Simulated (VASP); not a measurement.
Crystal: Sb.

```
Sb
1.0
     2.15420    1.24373    3.75800
    -2.15420    1.24373    3.75800
     0.00000   -2.48746    3.75800
Sb
2
Direct
  0.76651 0.76651 0.76651
  0.23349 0.23349 0.23349
```

| Quantity | Value |
| --- | --- |
| Program | VASP 6.6.1 |
| Task | relaxation of cell and atoms |
| Functional | PBE |
| Dispersion | D4 |
| Potentials or basis | VASP PAW PBE potentials, release 64 (Sb) |
| Cutoff | 600 eV |
| k mesh | 8 × 8 × 8 |
| Occupations | fermi-dirac, width 0.05 eV |
| Spin | no spin polarisation |

At the start: pressure 0.1 GPa; volume 30.21 Å³/atom.

Task: Where does the relaxation end?

Result: Over 11 steps the energy falls by 4.0 meV/atom and the volume is 29.73 Å³/atom (-1.6 %); space group R-3m (No. 166, to 0.05 Å).

The path:
| step | energy change (eV) | largest force (eV/Å) | pressure (GPa) | volume (Å³) |
| --- | --- | --- | --- | --- |
| 1 | 0.0000 | 0.1972 | 0.13 | 60.41 |
| 2 | -0.0034 | 0.0880 | -0.39 | 60.62 |
| 3 | -0.0040 | 0.0212 | -0.71 | 60.76 |
| 4 | -0.0062 | 0.0108 | -0.47 | 60.32 |
| 5 | -0.0078 | 0.0023 | -0.15 | 59.76 |
| 6 | -0.0063 | 0.0271 | 0.60 | 58.65 |
| 7 | -0.0080 | 0.0072 | 0.03 | 59.48 |
| 8 | -0.0080 | 0.0079 | 0.05 | 59.46 |
| 9 | -0.0080 | 0.0090 | 0.02 | 59.47 |
| 10 | -0.0081 | 0.0108 | -0.02 | 59.50 |
| 11 | -0.0081 | 0.0045 | 0.01 | 59.47 |

Final structure:
```yaml
crystal:
  lattice:
    - [2.16281, 1.24870, 3.66982]
    - [-2.16281, 1.24870, 3.66982]
    - [0.00000, -2.49740, 3.66982]
  atoms:
    - { symbol: Sb, position: [0.76365, 0.76365, 0.76365] }
    - { symbol: Sb, position: [0.23635, 0.23635, 0.23635] }
```

Caveat: pairwise dispersion overbinds metals, which lowers pressure and volume.
